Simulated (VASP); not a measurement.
Set up this calculation in VASP 6.6.1, as the native input.

| Property | Result |
| --- | --- |
| Task | single point |
| Functional | PBE |
| Potentials or basis | VASP PAW PBE potentials, release 64 (Ca_sv, O) |
| Cutoff | 520 eV |
| k mesh | 9 × 9 × 6 |
| Occupations | gaussian, width 0.02 eV |
| Spin | no spin polarisation |
| Dipole correction | no |
| Further INCAR settings | ALGO = Normal; EDIFF = 1e-06; NBANDS = 24 |

The structure of CaO (pbe) lies in POSCAR:

```
CaO
1.0
    4.0043882324      0.0000000000      0.0000000000
   -2.0021941162      3.4679019359      0.0000000000
    0.0000000000      0.0000000000      4.8079444436
Ca O
2 2
Direct
    0.3333333333      0.6666666667      0.7500000000
    0.6666666667      0.3333333333      0.2500000000
    0.3333333333      0.6666666667      0.2500000000
    0.6666666667      0.3333333333      0.7500000000
```

One way to write it, as run:

INCAR

```
PREC = Accurate
ENCUT = 520
EDIFF = 1E-6
ISMEAR = 0
SIGMA = 0.02
LREAL = False
LASPH = True
NELM = 100
ALGO = Normal
ISIF = 2
LWAVE = False
LCHARG = True
GGA = PE
LELF = True
LVHAR = True
NBANDS = 24
```

KPOINTS

```
regular mesh
0
Gamma
  9 9 6
```

Potentials or basis: VASP PAW PBE potentials, release 64 (Ca_sv, O).

Command:

```console
$ cat potpaw_PBE.64/Ca_sv/POTCAR potpaw_PBE.64/O/POTCAR > POTCAR
$ mpirun -np 1 vasp_std > vasp.out
```

It gave:

- Pressure: 0.5 GPa
- Band gap on the k mesh: 3.13 eV, direct

Wall time 31 s on 1 thread of Intel(R) Xeon(R) 6975P-C (Granite Rapids), on a shared host, peak memory 0.21 GiB.
